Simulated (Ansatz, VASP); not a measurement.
# Two plane-wave programs on SrO

Contents of INCAR:

```
SYSTEM = SrO
  PREC = Accurate
  ENCUT = 520
  EDIFF = 1E-6
  ISMEAR = 0
  SIGMA = 0.02
  LREAL = .False.
  LASPH = .True.
  NELM = 60
  ALGO = Normal
  ISIF = 2
  LWAVE = .False.
  LCHARG = .True.
  GGA = PE
  LELF = .True.
  LVHAR = .True.
  NBANDS = 15
```

Contents of KPOINTS:

```
regular mesh
0
Gamma
  9 9 9
  0 0 0
```

Contents of POSCAR:

```
SrO
1.0
    0.0000000000      2.5663000000      2.5663000000
    2.5663000000      0.0000000000      2.5663000000
    2.5663000000      2.5663000000      0.0000000000
Sr O
1 1
Direct
    0.5000000000      0.5000000000      0.5000000000
    0.0000000000      0.0000000000      0.0000000000
```

input.yaml

```yaml
crystal:
  lattice:
    - [0.0, 2.5663, 2.5663]
    - [2.5663, 0.0, 2.5663]
    - [2.5663, 2.5663, 0.0]
  atoms:
    - { symbol: Sr, position: [0.5, 0.5, 0.5] }
    - { symbol: O, position: [0.0, 0.0, 0.0] }
hamiltonian:
  xc: pbe
  pseudopotentials: { kind: paw }
kpoints:
  mp_grid: { grid: [9, 9, 9] }
scf:
  occupations: { method: gaussian, width: 0.02 }
output:
  forces: true
  stress: true
  eigenvalues: true
  write_density: true
  write_potential: true
  elf: true
  volumetric_format: npy
```

Alike in both runs: task single point; functional PBE; k mesh 9 × 9 × 9; occupations gaussian, width 0.02 eV; no spin polarisation.

|  | VASP | Ansatz |
| --- | --- | --- |
| version | VASP 6.6.1 | Ansatz 0.2.0 |
| potentials or method | VASP PAW PBE potentials, release 64 (Sr_sv, O) | Ansatz PAW |
| plane-wave cutoff (eV) | 520 | 420 |
| valence electrons in the cell | 16 | 16 |

Ansatz gave:

| Property | Result |
| --- | --- |
| gap on the k mesh at the Fermi level (eV) | 3.37 |
| least direct gap on the mesh (eV) | 3.45 |
| pressure (GPa) | 3.3 |

Problem. Which values does VASP return?

Solution. gap on the k mesh at the Fermi level (eV): 3.32; least direct gap on the mesh (eV): 3.41; pressure (GPa): 3.9.

The functional is the same, so the differences come from potentials, cutoffs and numerics.

Noted on Ansatz's run: odd divisions of the mesh miss points on the zone boundary, where band edges often lie, so the gap on the mesh can be too wide.
